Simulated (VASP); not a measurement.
# TaN (Fm-3m) in VASP: notebook

TaN is run at these levels: PBEsol+D3(BJ); tasks: single point.

Everything below comes from runs of VASP 6.6.1. Logs are shortened: lines on timing, memory, paths and dates and some standing lists are left out, and cuts for length are marked.

### 1 The cell of the first run

The structure is cubic, space group Fm-3m (No. 225). Conventional cell: a = 4.176 Å, b = 4.176 Å, c = 4.176 Å, α = 90.00°, β = 90.00°, γ = 90.00°. Ta (site symmetry m-3m) has 6 N at 2.09 Å within 2.8 Å. Within 2.8 Å of N (site symmetry m-3m) lie 6 Ta at 2.09 Å.

### 2 Single point, PBEsol+D3(BJ)

The input, INCAR:

```
ALGO = Normal
EDIFF = 1E-7
ENCUT = 520
GGA = PS
ISIF = 2
ISMEAR = -1
IVDW = 12
LASPH = True
LCHARG = True
LELF = True
LREAL = False
LVHAR = True
LWAVE = False
NBANDS = 15
NELM = 100
PREC = Accurate
SIGMA = 0.01
```

The input, KPOINTS:

```
k-points
0
Gamma
  11 11 11
```

The input, POSCAR:

```
TaN
1.0
    0.0000000000      2.0881007737      2.0881007737
    2.0881007737      0.0000000000      2.0881007737
    2.0881007737      2.0881007737      0.0000000000
Ta N
1 1
Direct
    0.5000000000      0.5000000000      0.5000000000
    0.0000000000      0.0000000000      0.0000000000
```

Potentials or basis: VASP PAW PBE potentials, release 64 (Ta_pv, N).

Command:

```
cat potpaw_PBE.64/Ta_pv/POTCAR potpaw_PBE.64/N/POTCAR > POTCAR
mpirun -np 1 vasp_std > vasp.out
```

OUTCAR:

```text
EDIFF = 1E-7
   ENCUT = 520
   GGA = PS
   ISIF = 2
   ISMEAR = -1
   IVDW = 12
   LASPH = True
   LREAL = False
   NELM = 100
   PREC = Accurate
 IVDW          = 12

 ion  position               nearest neighbor table
   1  0.500  0.500  0.500-   2 2.09   2 2.09   2 2.09   2 2.09   2 2.09   2 2.09
   2  0.000  0.000  0.000-   1 2.09   1 2.09   1 2.09   1 2.09   1 2.09   1 2.09

  LATTYP: Found a face centered cubic cell.
 ALAT       =     4.1762015474

  Lattice vectors:

 A1 = (   0.0000000000,   2.0881007737,   2.0881007737)
 A2 = (   2.0881007737,   0.0000000000,   2.0881007737)
 A3 = (   2.0881007737,   2.0881007737,   0.0000000000)

Analysis of symmetry for initial positions (statically):
=====================================================================
 Subroutine PRICEL returns:
 Original cell was already a primitive cell.

 Routine SETGRP: Setting up the symmetry group for a
 face centered cubic supercell.

 Subroutine GETGRP returns: Found 48 space group operations
 (whereof 48 operations were pure point group operations)
 out of a pool of 48 trial point group operations.

The static configuration has the point symmetry O_h .

Analysis of symmetry for dynamics (positions and initial velocities):
=====================================================================
 Subroutine PRICEL returns:
 Original cell was already a primitive cell.

 Routine SETGRP: Setting up the symmetry group for a
 face centered cubic supercell.

 Subroutine GETGRP returns: Found 48 space group operations
 (whereof 48 operations were pure point group operations)
 out of a pool of 48 trial point group operations.

The dynamic configuration has the point symmetry O_h .

 Subroutine INISYM returns: Found 48 space group operations
 (whereof 48 operations are pure point group operations),
 and found     1 'primitive' translations

----------------------------------------------------------------------------------------

                                     Primitive cell

  volume of cell :      18.2089

  direct lattice vectors                    reciprocal lattice vectors
     0.000000000  2.088100774  2.088100774    -0.239452045  0.239452045  0.239452045
     2.088100774  0.000000000  2.088100774     0.239452045 -0.239452045  0.239452045
     2.088100774  2.088100774  0.000000000     0.239452045  0.239452045 -0.239452045

  length of vectors
     2.953020434  2.953020434  2.953020434     0.414743108  0.414743108  0.414743108

  position of ions in fractional coordinates (direct lattice)
     0.500000000  0.500000000  0.500000000
     0.000000000  0.000000000  0.000000000

  ion indices of the primitive-cell ions
   primitive index   ion index
                 1           1
                 2           2

----------------------------------------------------------------------------------------

 KPOINTS: k-points

Automatic generation of k-mesh.
 Grid dimensions read from file:
 generate k-points for:   11   11   11

 Generating k-lattice:

  Cartesian coordinates                     Fractional coordinates (reciprocal lattice)
    -0.021768368  0.021768368  0.021768368     0.090909091  0.000000000  0.000000000
     0.021768368 -0.021768368  0.021768368     0.000000000  0.090909091  0.000000000
     0.021768368  0.021768368 -0.021768368     0.000000000  0.000000000  0.090909091

  Length of vectors
     0.037703919  0.037703919  0.037703919

  Shift w.r.t. Gamma in fractional coordinates (k-lattice)
     0.000000000  0.000000000  0.000000000

 Subroutine IBZKPT returns following result:
 ===========================================

 Found     56 irreducible k-points:

 Following reciprocal coordinates:
            Coordinates               Weight
  0.000000  0.000000  0.000000      1.000000
  0.090909  0.000000  0.000000      8.000000
  0.181818  0.000000  0.000000      8.000000
  0.272727  0.000000  0.000000      8.000000
  0.363636  0.000000  0.000000      8.000000
  0.454545  0.000000  0.000000      8.000000
[... 16 lines left out ...]
 -0.272727  0.181818  0.000000     24.000000
 -0.181818  0.181818  0.000000     12.000000
 [... further k-points ...]
   k-points           NKPTS =     56   k-points in BZ     NKDIM =     56   number of bands    NBANDS=     15
   number of dos      NEDOS =    301   number of ions     NIONS =      2
   total plane-waves  NPLWV =  13824
   dimension x,y,z NGX =    24 NGY =   24 NGZ =   24
   dimension x,y,z NGXF=    48 NGYF=   48 NGZF=   48
   ions per type =               1   1
   NGX,Y,Z   is equivalent  to a cutoff of  13.51, 13.51, 13.51 a.u.
   NGXF,Y,Z  is equivalent  to a cutoff of  27.02, 27.02, 27.02 a.u.
 SYSTEM =  unknown system
   PREC   = accura    normal or accurate (medium, high low for compatibility)
   ISTART =      0    job   : 0-new  1-cont  2-samecut
   ICHARG =      2    charge: 1-file 2-atom 10-const
   ISPIN  =      1    spin polarized calculation?
   LNONCOLLINEAR =      F non collinear calculations
   LSORBIT =      F    spin-orbit coupling
   LASPH  =      T    aspherical Exc in radial PAW
   ENCUT  =  520.0 eV  38.22 Ry    6.18 a.u.   5.49  5.49  5.49*2*pi/ulx,y,z
   NELM   =    100;   NELMIN=  2; NELMDL= -5     # of ELM steps
   EDIFF  = 0.1E-06   stopping-criterion for ELM
   LREAL  =      F    real-space projection
   EDIFFG = 0.1E-05   stopping-criterion for IOM
   NSW    =      0    number of steps for IOM
   IBRION =     -1    ionic relax: 0-MD 1-quasi-New 2-CG
   NFREE  =      0    steps in history (QN), initial steepest desc. (CG)
   ISIF   =      2    stress and relaxation
   ISYM   =      2    0-nonsym 1-usesym 2-fastsym
   POTIM  = 0.5000    time-step for ionic-motion
   TEBEG  =    0.0;   TEEND  =   0.0 temperature during run
   PSTRESS=    0.0 pullay stress
   NELECT =      16.0000    total number of electrons
   NUPDOWN=      -1.0000    fix difference up-down
   EMIN   =  10.00;   EMAX   =-10.00  energy-range for DOS
   EFERMI =   0.00;   METHOD = LEGACY
   ISMEAR =    -1;   SIGMA  =   0.01  broadening in eV -4-tet -1-fermi 0-gaus
   EFERMI_NEDOS =   21; number of points for ismear=-14 and -15
   IALGO  =     38    algorithm
   IMIX   =      4    mixing-type and parameters
     AMIX     =   0.40;   BMIX     =  1.00
     AMIX_MAG =   1.60;   BMIX_MAG =  1.00
  volume/ion in A,a.u.               =       9.10        61.44
  Fermi-wavevector in a.u.,A,eV,Ry     =   1.568026  2.963140 33.452737  2.458707
  Thomas-Fermi vector in A             =   2.670119
   LORBIT       =      0    0 simple, 1 ext, 2 COOP (PROOUT), +10 PAW based schemes
   GGA     = PS    functional components
   LHFCALC =     F    Hartree Fock is set to
   AEXX    =    0.0000 exact exchange contribution
   IVDW    =    12    specifies the selected vdW correction
   LEPSILON=     F    determine dielectric tensor
   LRPA    =     F    only Hartree local field effects (RPA)
 non-spin polarized calculation
  energy-cutoff  :      520.00
  volume of cell :       18.21
 maximum number of plane-waves:       531
 NGX is ok and might be reduce to    24
   NGX = 11   NGY = 11   NGZ = 11

 number of electron      16.0000003 magnetization

 Free energy of the ion-electron system (eV)
  ---------------------------------------------------
  ext. energy  EPLUGINS =         0.00000000
  ---------------------------------------------------
  free energy    TOTEN  =       -22.66659109 eV

  energy without entropy =      -22.66655927  energy(sigma->0) =      -22.66657518

 E-fermi :  11.2909     XC(G=0): -14.4622

 val. band max:       11.2702417595   @ k =   0.0000   0.0000   0.0000
 cond. band min:      11.3406926233   @ k =  -0.2727   0.1818   0.0000
 fundamental gap:      0.0704508637
 Fermi energy:        11.2908577327

 k-point     1 :       0.0000    0.0000    0.0000
  band No.  band energies     occupation
      1     -24.1845      2.00000
      2     -24.1845      2.00000
      3     -24.1845      2.00000
      4      -8.8856      2.00000
      5       6.9844      2.00000
      6       6.9844      2.00000
      7       6.9844      2.00000
      8       8.6004      2.00000
      9       8.6004      2.00000
     10       8.6004      2.00000
     11      11.2702      1.77423
     12      11.2702      1.77423
     13      14.2343      0.00000
     14      20.6380      0.00000
     15      23.9517      0.00000

 k-point     2 :       0.0909    0.0000    0.0000
  band No.  band energies     occupation
      1     -24.3214      2.00000
      2     -24.1954      2.00000
      3     -24.1954      2.00000
      4      -8.6078      2.00000
      5       5.8983      2.00000
      6       6.1703      2.00000
      7       6.1703      2.00000
      8       8.9785      2.00000
      9       8.9785      2.00000
     10       9.1224      2.00000
     11      12.2494      0.00000
     12      12.2494      0.00000
     13      14.7957      0.00000
     14      21.3918      0.00000
     15      23.9513      0.00000

 k-point     3 :       0.1818    0.0000    0.0000
  band No.  band energies     occupation
      1     -24.6719      2.00000
      2     -24.2241      2.00000
      3     -24.2241      2.00000
      4      -7.8513      2.00000
      5       4.0739      2.00000
      6       4.8468      2.00000
      7       4.8468      2.00000
      8       9.7550      2.00000
      9       9.8212      2.00000
     10       9.8212      2.00000
     11      14.2981      0.00000
     12      14.2981      0.00000
     13      16.0709      0.00000
     14      23.3173      0.00000
     15      23.9503      0.00000
[... 343 lines left out ...]
 k-point    23 :      -0.2727    0.1818    0.0000
  band No.  band energies     occupation
      1     -25.2864      2.00000
      2     -24.6221      2.00000
      3     -24.2888      2.00000
      4      -5.9543      2.00000
      5       0.9837      2.00000
      6       2.8869      2.00000
      7       3.8660      2.00000
      8      11.3407      0.01361
      9      11.4384      0.00000
     10      13.7646      0.00000
     11      15.2254      0.00000
     12      18.8847      0.00000
     13      20.1177      0.00000
     14      23.9036      0.00000
     15      25.0192      0.00000

 k-point    24 :      -0.1818    0.1818    0.0000
  band No.  band energies     occupation
      1     -25.0507      2.00000
      2     -24.5064      2.00000
      3     -24.2360      2.00000
      4      -6.6540      2.00000
      5       1.9048      2.00000
      6       3.2988      2.00000
      7       4.3765      2.00000
      8      10.3071      2.00000
      9      10.8116      2.00000
     10      12.9860      0.00000
     11      13.8512      0.00000
     12      18.1576      0.00000
     13      18.4882      0.00000
     14      23.9373      0.00000
     15      25.9308      0.00000

 [... further k-points ...]

------------------------ aborting loop because EDIFF is reached ----------------------------------------

 Edisp (eV)   -1.08902

 E8    (eV) :    -0.7561

  FORCE on cell =-STRESS in cart. coord.  units (eV):
  Direction    XX          YY          ZZ          XY          YZ          ZX
  --------------------------------------------------------------------------------------
  -------------------------------------------------------------------------------------
  Total       6.87709     6.87709     6.87709     0.00000     0.00000    -0.00000
  in kB     605.10569   605.10569   605.10569     0.00000     0.00000    -0.00000
  external pressure =      605.11 kB  Pullay stress =        0.00 kB

 VOLUME and BASIS-vectors are now :
 -----------------------------------------------------------------------------
  energy-cutoff  :      520.00
  volume of cell :       18.21
      direct lattice vectors                 reciprocal lattice vectors
     0.000000000  2.088100774  2.088100774    -0.239452045  0.239452045  0.239452045
     2.088100774  0.000000000  2.088100774     0.239452045 -0.239452045  0.239452045
     2.088100774  2.088100774  0.000000000     0.239452045  0.239452045 -0.239452045

 POSITION                                       TOTAL-FORCE (eV/Angst)
 -----------------------------------------------------------------------------------
      2.08810      2.08810      2.08810         0.000000     -0.000000      0.000000
      0.00000      0.00000      0.00000        -0.000000      0.000000     -0.000000
 -----------------------------------------------------------------------------------
    total drift:                                0.000000     -0.000000     -0.000000

  FREE ENERGIE OF THE ION-ELECTRON SYSTEM (eV)
  ---------------------------------------------------
  free  energy   TOTEN  =       -23.7556120803 eV

  energy  without entropy=      -23.7555802599  energy(sigma->0) =      -23.75559617
```

Wall time 6.7 s (1 thread of Intel Xeon 6975P-C (Granite Rapids), shared host); peak memory 0.16 GiB.

Results:

```yaml
Free_energy: -23.7556 eV
Pressure: 60.5 GPa
Band_gap_on_the_k_mesh: zero (band 8 reaches 13.33 eV, above the bottom of band 9 at 8.60 eV)
Dispersion_energy_per_atom: -0.545 eV
```

Caveat: three body term missing; the PAW data sets were made with another functional, which shifts forces and pressure a little; spin-orbit coupling is left out, which moves the levels of the heavy elements; pairwise dispersion overbinds metals, which lowers pressure and volume.

(Part 1 of 2 ends here.)
